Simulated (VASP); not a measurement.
# Ti (P6_3/mmc) in VASP: settings compared

The runs below take Ti through single point, with SVWN5, LDA, PBEsol+D3(BJ).

All numbers are computed with VASP 6.6.1; they aren't measurements. Logs are shortened: lines on timing, memory, paths and dates and some standing lists are left out, and cuts for length are marked.

### 1 The cell of the first run

Symmetry: P6_3/mmc, No. 194, hexagonal system. The conventional cell has a = 2.950 Å, b = 2.950 Å, c = 4.680 Å, α = 90.00°, β = 90.00°, γ = 120.00°. Within 3.8 Å of Ti (site symmetry -6m2) lie 12 Ti at 2.89 to 2.95 Å.

### 2 Single point, SVWN5

Contents of INCAR:

```
SYSTEM = Ti
PREC = Accurate
ENCUT = 520
EDIFF = 1E-6
ISMEAR = -1
SIGMA = 0.05
LREAL = .FALSE.
LASPH = .TRUE.
NELM = 80
ALGO = Normal
ISIF = 2
LWAVE = .FALSE.
LCHARG = .TRUE.
GGA = VW
LELF = .TRUE.
LVHAR = .TRUE.
NBANDS = 19
```

Contents of KPOINTS:

```
Automatic mesh
0
G
  10 10 6
  0 0 0
```

Contents of POSCAR:

```
Ti
1.0
    2.9500000000      0.0000000000      0.0000000000
   -1.4750000000      2.5547749412      0.0000000000
    0.0000000000      0.0000000000      4.6800000000
Ti
2
Direct
    0.6666666667      0.3333333333      0.7500000000
    0.3333333333      0.6666666667      0.2500000000
```

Potentials or basis: VASP PAW PBE potentials, release 64 (Ti_sv).

Command:

```sh
> cat potpaw_PBE.64/Ti_sv/POTCAR > POTCAR
> mpirun -np 1 vasp_std > vasp.out
```

OUTCAR:

```text
SYSTEM = Ti
   PREC = Accurate
   ENCUT = 520
   EDIFF = 1E-6
   ISMEAR = -1
   LREAL = .FALSE.
   LASPH = .TRUE.
   NELM = 80
   ISIF = 2
   GGA = VW

 ion  position               nearest neighbor table
   1  0.667  0.333  0.750-   2 2.89   2 2.89   2 2.89   2 2.89   2 2.89   2 2.89
   2  0.333  0.667  0.250-   1 2.89   1 2.89   1 2.89   1 2.89   1 2.89   1 2.89

  LATTYP: Found a hexagonal cell.
 ALAT       =     2.9500000000
 C/A-ratio  =     1.5864406780

  Lattice vectors:

 A1 = (   2.9500000000,   0.0000000000,   0.0000000000)
 A2 = (  -1.4750000000,   2.5547749412,   0.0000000000)
 A3 = (   0.0000000000,   0.0000000000,   4.6800000000)

Analysis of symmetry for initial positions (statically):
=====================================================================
 Subroutine PRICEL returns:
 Original cell was already a primitive cell.

 Routine SETGRP: Setting up the symmetry group for a
 hexagonal supercell.

 Subroutine GETGRP returns: Found 24 space group operations
 (whereof 12 operations were pure point group operations)
 out of a pool of 24 trial point group operations.

The static configuration has the point symmetry D_3d.
 The point group associated with its full space group is D_6h.

Analysis of symmetry for dynamics (positions and initial velocities):
=====================================================================
 Subroutine PRICEL returns:
 Original cell was already a primitive cell.

 Routine SETGRP: Setting up the symmetry group for a
 hexagonal supercell.

 Subroutine GETGRP returns: Found 24 space group operations
 (whereof 12 operations were pure point group operations)
 out of a pool of 24 trial point group operations.

The dynamic configuration has the point symmetry D_3d.
 The point group associated with its full space group is D_6h.

 Subroutine INISYM returns: Found 24 space group operations
 (whereof 12 operations are pure point group operations),
 and found     1 'primitive' translations

----------------------------------------------------------------------------------------

                                     Primitive cell

  volume of cell :      35.2712

  direct lattice vectors                    reciprocal lattice vectors
     2.950000000  0.000000000  0.000000000     0.338983051  0.195711956  0.000000000
    -1.475000000  2.554774941  0.000000000     0.000000000  0.391423911  0.000000000
     0.000000000  0.000000000  4.680000000     0.000000000  0.000000000  0.213675214

  length of vectors
     2.950000000  2.950000000  4.680000000     0.391423911  0.391423911  0.213675214

  position of ions in fractional coordinates (direct lattice)
     0.666666667  0.333333333  0.750000000
     0.333333333  0.666666667  0.250000000

  ion indices of the primitive-cell ions
   primitive index   ion index
                 1           1
                 2           2

----------------------------------------------------------------------------------------

 KPOINTS: Automatic mesh

Automatic generation of k-mesh.
 Grid dimensions read from file:
 generate k-points for:   10   10    6

 Generating k-lattice:

  Cartesian coordinates                     Fractional coordinates (reciprocal lattice)
     0.033898305  0.019571196  0.000000000     0.100000000 -0.000000000  0.000000000
     0.000000000  0.039142391  0.000000000     0.000000000  0.100000000  0.000000000
     0.000000000  0.000000000  0.035612536     0.000000000  0.000000000  0.166666667

  Length of vectors
     0.039142391  0.039142391  0.035612536

  Shift w.r.t. Gamma in fractional coordinates (k-lattice)
     0.000000000  0.000000000  0.000000000

 Subroutine IBZKPT returns following result:
 ===========================================

 Found     56 irreducible k-points:

 Following reciprocal coordinates:
            Coordinates               Weight
  0.000000  0.000000  0.000000      1.000000
  0.100000  0.000000  0.000000      6.000000
  0.200000  0.000000  0.000000      6.000000
  0.300000  0.000000  0.000000      6.000000
  0.400000  0.000000  0.000000      6.000000
  0.500000  0.000000  0.000000      3.000000
[... 16 lines left out ...]
  0.300000  0.100000  0.166667     24.000000
  0.400000  0.100000  0.166667     24.000000
 [... further k-points ...]
   k-points           NKPTS =     56   k-points in BZ     NKDIM =     56   number of bands    NBANDS=     19
   number of dos      NEDOS =    301   number of ions     NIONS =      2
   total plane-waves  NPLWV =  20736
   dimension x,y,z NGX =    24 NGY =   24 NGZ =   36
   dimension x,y,z NGXF=    48 NGYF=   48 NGZF=   72
   ions per type =               2
   NGX,Y,Z   is equivalent  to a cutoff of  13.53, 13.53, 12.79 a.u.
   NGXF,Y,Z  is equivalent  to a cutoff of  27.05, 27.05, 25.58 a.u.
 SYSTEM =  Ti
   PREC   = accura    normal or accurate (medium, high low for compatibility)
   ISTART =      0    job   : 0-new  1-cont  2-samecut
   ICHARG =      2    charge: 1-file 2-atom 10-const
   ISPIN  =      1    spin polarized calculation?
   LNONCOLLINEAR =      F non collinear calculations
   LSORBIT =      F    spin-orbit coupling
   LASPH  =      T    aspherical Exc in radial PAW
   ENCUT  =  520.0 eV  38.22 Ry    6.18 a.u.   5.49  5.49  8.70*2*pi/ulx,y,z
   NELM   =     80;   NELMIN=  2; NELMDL= -5     # of ELM steps
   EDIFF  = 0.1E-05   stopping-criterion for ELM
   LREAL  =      F    real-space projection
   EDIFFG = 0.1E-04   stopping-criterion for IOM
   NSW    =      0    number of steps for IOM
   IBRION =     -1    ionic relax: 0-MD 1-quasi-New 2-CG
   NFREE  =      0    steps in history (QN), initial steepest desc. (CG)
   ISIF   =      2    stress and relaxation
   ISYM   =      2    0-nonsym 1-usesym 2-fastsym
   POTIM  = 0.5000    time-step for ionic-motion
   TEBEG  =    0.0;   TEEND  =   0.0 temperature during run
   PSTRESS=    0.0 pullay stress
   NELECT =      24.0000    total number of electrons
   NUPDOWN=      -1.0000    fix difference up-down
   EMIN   =  10.00;   EMAX   =-10.00  energy-range for DOS
   EFERMI =   0.00;   METHOD = LEGACY
   ISMEAR =    -1;   SIGMA  =   0.05  broadening in eV -4-tet -1-fermi 0-gaus
   EFERMI_NEDOS =   21; number of points for ismear=-14 and -15
   IALGO  =     38    algorithm
   IMIX   =      4    mixing-type and parameters
     AMIX     =   0.40;   BMIX     =  1.00
     AMIX_MAG =   1.60;   BMIX_MAG =  1.00
  volume/ion in A,a.u.               =      17.64       119.01
  Fermi-wavevector in a.u.,A,eV,Ry     =   1.439920  2.721055 28.209912  2.073370
  Thomas-Fermi vector in A             =   2.558722
   LORBIT       =      0    0 simple, 1 ext, 2 COOP (PROOUT), +10 PAW based schemes
   GGA     = VW    functional components
   LHFCALC =     F    Hartree Fock is set to
   AEXX    =    0.0000 exact exchange contribution
   IVDW    =     0    specifies the selected vdW correction
   LEPSILON=     F    determine dielectric tensor
   LRPA    =     F    only Hartree local field effects (RPA)
 non-spin polarized calculation
  energy-cutoff  :      520.00
  volume of cell :       35.27
 maximum number of plane-waves:       973
 NGX is ok and might be reduce to    24
   NGX = 11   NGY = 11   NGZ = 17

 number of electron      24.0000002 magnetization

 Free energy of the ion-electron system (eV)
  ---------------------------------------------------
  ext. energy  EPLUGINS =         0.00000000
  ---------------------------------------------------
  free energy    TOTEN  =       -16.96830921 eV

  energy without entropy =      -16.94730649  energy(sigma->0) =      -16.95780785

 E-fermi :   7.8434     XC(G=0): -11.7069

 val. band max:        7.8308415073   @ k =   0.3000   0.2000   0.5000
 cond. band min:       7.8514260952   @ k =   0.1000   0.0000   0.1667
 fundamental gap:      0.0205845879
 Fermi energy:         7.8433533787

 k-point     1 :       0.0000    0.0000    0.0000
  band No.  band energies     occupation
      1     -48.4526      2.00000
      2     -48.3182      2.00000
      3     -25.3370      2.00000
      4     -24.7045      2.00000
      5     -24.7045      2.00000
      6     -24.6459      2.00000
[... 11 lines left out ...]
     18       9.4090      0.00000
     19      10.9115      0.00000

 k-point     2 :       0.1000    0.0000    0.0000
  band No.  band energies     occupation
      1     -48.4430      2.00000
      2     -48.3144      2.00000
      3     -25.3157      2.00000
      4     -24.7480      2.00000
      5     -24.7189      2.00000
      6     -24.6550      2.00000
[... 11 lines left out ...]
     18       9.2631      0.00000
     19      10.9874      0.00000

 k-point     3 :       0.2000    0.0000    0.0000
  band No.  band energies     occupation
      1     -48.4170      2.00000
      2     -48.3052      2.00000
      3     -25.2563      2.00000
      4     -24.8631      2.00000
      5     -24.7666      2.00000
      6     -24.7553      2.00000
[... 11 lines left out ...]
     18       9.7239      0.00000
     19      11.1282      0.00000

 k-point     4 :       0.3000    0.0000    0.0000
  band No.  band energies     occupation
      1     -48.3825      2.00000
      2     -48.2959      2.00000
      3     -25.1713      2.00000
      4     -25.0069      2.00000
      5     -24.9029      2.00000
      6     -24.7982      2.00000
[... 11 lines left out ...]
     18      10.3833      0.00000
     19      11.2388      0.00000

 k-point     5 :       0.4000    0.0000    0.0000
  band No.  band energies     occupation
      1     -48.3508      2.00000
      2     -48.2920      2.00000
      3     -25.1239      2.00000
      4     -25.0834      2.00000
      5     -25.0092      2.00000
      6     -24.8317      2.00000
[... 11 lines left out ...]
     18      11.1272      0.00000
     19      11.2986      0.00000

 k-point     6 :       0.5000    0.0000    0.0000
  band No.  band energies     occupation
      1     -48.3364      2.00000
      2     -48.2927      2.00000
      3     -25.1686      2.00000
      4     -25.0490      2.00000
      5     -25.0381      2.00000
      6     -24.8443      2.00000
[... 11 lines left out ...]
     18      11.3404      0.00000
     19      12.1414      0.00000

 k-point     7 :       0.1000    0.1000    0.0000
  band No.  band energies     occupation
      1     -48.4252      2.00000
      2     -48.3079      2.00000
      3     -25.2753      2.00000
      4     -24.8162      2.00000
      5     -24.7745      2.00000
      6     -24.7051      2.00000
[... 11 lines left out ...]
     18       9.6324      0.00000
     19      11.0675      0.00000

 k-point     8 :       0.2000    0.1000    0.0000
  band No.  band energies     occupation
      1     -48.3948      2.00000
      2     -48.2987      2.00000
      3     -25.2027      2.00000
      4     -24.9348      2.00000
      5     -24.8778      2.00000
      6     -24.7678      2.00000
[... 256 lines left out ...]
 k-point    20 :       0.5000    0.0000    0.1667
  band No.  band energies     occupation
      1     -48.3335      2.00000
      2     -48.2957      2.00000
      3     -25.2106      2.00000
      4     -25.0939      2.00000
      5     -24.9725      2.00000
      6     -24.8332      2.00000
[... 11 lines left out ...]
     18      11.3283      0.00000
     19      11.8521      0.00000

 k-point    21 :       0.1000    0.1000    0.1667
  band No.  band energies     occupation
      1     -48.4174      2.00000
      2     -48.3158      2.00000
      3     -25.2424      2.00000
      4     -24.8040      2.00000
      5     -24.7927      2.00000
      6     -24.7341      2.00000
[... 11 lines left out ...]
     18       9.7333      0.00000
     19      11.0337      0.00000

 k-point    22 :       0.2000    0.1000    0.1667
  band No.  band energies     occupation
      1     -48.3884      2.00000
      2     -48.3052      2.00000
      3     -25.1904      2.00000
      4     -24.9242      2.00000
      5     -24.8896      2.00000
      6     -24.7811      2.00000
[... 11 lines left out ...]
     18      10.2516      0.00000
     19      11.1087      0.00000

 k-point    23 :       0.3000    0.1000    0.1667
  band No.  band energies     occupation
      1     -48.3567      2.00000
      2     -48.2971      2.00000
      3     -25.1591      2.00000
      4     -25.0320      2.00000
      5     -24.9653      2.00000
      6     -24.8285      2.00000
[... 11 lines left out ...]
     18      10.8038      0.00000
     19      11.3243      0.00000

 k-point    24 :       0.4000    0.1000    0.1667
  band No.  band energies     occupation
      1     -48.3336      2.00000
      2     -48.2955      2.00000
      3     -25.1878      2.00000
      4     -25.0771      2.00000
      5     -24.9743      2.00000
      6     -24.8500      2.00000
[... 11 lines left out ...]
     18      11.1920      0.00000
     19      11.9178      0.00000

 [... further k-points ...]
[... 5 lines left out ...]
  --------------------------------------------------------------------------------------
  -------------------------------------------------------------------------------------
  Total       -2.1462750     -2.1462750     -2.3033198      0.0000000      0.0000000      0.0000000
  in kB      -97.4934496    -97.4934496   -104.6271288      0.0000000      0.0000000      0.0000000
  external PRESSURE =     -99.8713427 kB  Pullay stress =       0.0000000 kB

 VOLUME and BASIS-vectors are now :
 -----------------------------------------------------------------------------
  energy-cutoff  :      520.00
  volume of cell :       35.27
      direct lattice vectors                 reciprocal lattice vectors
     2.950000000  0.000000000  0.000000000     0.338983051  0.195711956  0.000000000
    -1.475000000  2.554774941  0.000000000     0.000000000  0.391423911  0.000000000
     0.000000000  0.000000000  4.680000000     0.000000000  0.000000000  0.213675214

 POSITION                                       TOTAL-FORCE (eV/Angst)
 -----------------------------------------------------------------------------------
      1.47500      0.85159      3.51000         0.000000     -0.000000      0.000000
     -0.00000      1.70318      1.17000        -0.000000      0.000000      0.000000
 -----------------------------------------------------------------------------------
    total drift:                               -0.000000      0.000000     -0.000000

  FREE ENERGIE OF THE ION-ELECTRON SYSTEM (eV)
  ---------------------------------------------------
  free  energy   TOTEN  =       -16.9683092058 eV

  energy  without entropy=      -16.9473064947  energy(sigma->0) =      -16.95780785
```

It took 20 s on 1 thread of AMD EPYC 9R45 (Zen 5), shared host; peak memory 0.12 GiB.

Results:

```
Free energy            : -16.9683 eV
Pressure               : -10.0 GPa
Band gap on the k mesh : zero (band 12 reaches 8.59 eV, above the bottom of band 13 at 7.65 eV)
```

Stress tensor (GPa, compression positive):
```
 -9.75   0.00   0.00
  0.00  -9.75   0.00
  0.00   0.00 -10.46
```

Levels at points of the mesh, in eV from the Fermi level:
```csv
k point,band 8,band 9,band 10,band 11,band 12,band 13,band 14,band 15,band 16,band 17
"(0.00, 0.00, 0.00)",-32.45,-6.07,-2.62,0.75,0.75,0.84,0.85,1.23,1.23,1.57
"(0.50, 0.00, 0.00)",-32.52,-2.28,-2.10,-1.80,-0.55,0.45,0.60,1.14,3.27,3.47
"(0.00, 0.00, 0.50)",-32.50,-4.24,-4.24,0.09,0.09,0.65,0.65,0.65,0.65,2.72
"(0.50, 0.00, 0.50)",-32.60,-2.48,-2.48,-0.79,-0.79,1.36,1.36,1.67,1.67,3.41
```

Caveat: the PAW data sets were made with another functional, which shifts forces and pressure a little.

(Continued in part 2 of 2.)
